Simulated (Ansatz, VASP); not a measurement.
**One calculation of Te2Mo, two programs**

```
CELL_PARAMETERS angstrom
0.00000 4.20558 4.20558
4.20558 0.00000 4.20558
4.20558 4.20558 0.00000
ATOMIC_POSITIONS crystal
Te 0.62500 0.62500 0.62500
Te 0.12500 0.62500 0.62500
Te 0.62500 0.62500 0.12500
Te 0.62500 0.12500 0.62500
Mo 0.00000 0.00000 0.00000
Mo 0.25000 0.25000 0.25000
```

Alike in both runs: functional PBE; k mesh 4 × 4 × 4; occupations gaussian, width 0.1 eV; no spin polarisation.

Ansatz relaxed the structure, and its values are those at the end. VASP's run is a single point on that final structure, the one shown.

```csv
,VASP,Ansatz
version,VASP 6.6.1,Ansatz 0.2.0
potentials or method,"VASP PAW PBE potentials, release 64 (Te, Mo_sv), cutoff 520 eV","scalar-relativistic, plane waves, PAW"
valence electrons in the cell,52,92
```

```csv
,VASP,Ansatz,Ansatz less VASP
gap on the k mesh at the Fermi level (eV),none,none,-
pressure (GPa),-0.1,0.0,+0.03
```

A gap of «none» marks a metal or a gap that the smearing closes. VASP's potentials hold 52 valence electrons a cell and Ansatz's 92, so a difference there can come from the potentials and not from the codes.

Neither program's run includes spin-orbit coupling.
